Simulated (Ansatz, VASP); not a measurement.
Two plane-wave programs on Ti3Al

File INCAR:

```
ALGO = Fast
EDIFF = 1E-6
ENCUT = 520
GGA = CA
ISIF = 2
ISMEAR = -1
LASPH = True
LCHARG = False
LREAL = False
LWAVE = False
NBANDS = 28
NELM = 60
PREC = Accurate
SIGMA = 0.05
```

Contents of KPOINTS:

```
k-points
0
Gamma
  10 10 3
```

POSCAR

```
Ti3Al
1.0
    2.9849595887      0.0000000000      0.0000000000
   -1.4924797943      2.5850508331      0.0000000000
    0.0000000000      0.0000000000      9.4073169995
Ti Al
3 1
Direct
    0.3333333333      0.6666666667      0.2494060000
    0.3333333333      0.6666666667      0.7505940000
    0.6666666667      0.3333333333      0.0000000000
    0.6666666667      0.3333333333      0.5000000000
```

File input.yaml:

```yaml
crystal:
  lattice:
    - [2.9849595887, 0.0, 0.0]
    - [-1.4924797943, 2.5850508331, 0.0]
    - [0.0, 0.0, 9.4073169995]
  atoms:
    - { symbol: Ti, position: [0.3333333333, 0.6666666667, 0.249406] }
    - { symbol: Ti, position: [0.3333333333, 0.6666666667, 0.750594] }
    - { symbol: Ti, position: [0.6666666667, 0.3333333333, 0.0] }
    - { symbol: Al, position: [0.6666666667, 0.3333333333, 0.5] }
hamiltonian:
  xc: lda
  pseudopotentials: { kind: paw }
kpoints:
  mp_grid: { grid: [10, 10, 3] }
scf:
  occupations: { method: fermi_dirac, width: 0.05 }
output:
  forces: true
  stress: true
  eigenvalues: true
```

Alike in both runs: task single point; functional LDA; k mesh 10 × 10 × 3; occupations fermi-dirac, width 0.05 eV; no spin polarisation.

```csv
,VASP,Ansatz
version,VASP 6.6.1,Ansatz 0.2.0
potentials or method,"VASP PAW LDA potentials, release 64 (Ti_sv, Al)",Ansatz PAW
plane-wave cutoff (eV),520,420
valence electrons in the cell,39,39
```

Ansatz gave:

```
gap on the k mesh at the Fermi level (eV)                     : none
pressure (GPa)                                                : -12.0
traceless stress, the component that is largest in VASP (GPa) : -0.33
rms of the force components (eV/Å)                            : 0.070
```

What did VASP give for the same quantities?

gap on the k mesh at the Fermi level (eV): none; pressure (GPa): -12.0; traceless stress, the component that is largest in VASP (GPa): -0.30; rms of the force components (eV/Å): 0.071.

LDA's correlation is that of Perdew and Zunger in VASP and of Perdew and Wang (1992) in Ansatz. Atom by atom the forces differ by 0.001 eV/Å (rms over components). A gap of «none» marks a metal or a gap that the smearing closes.
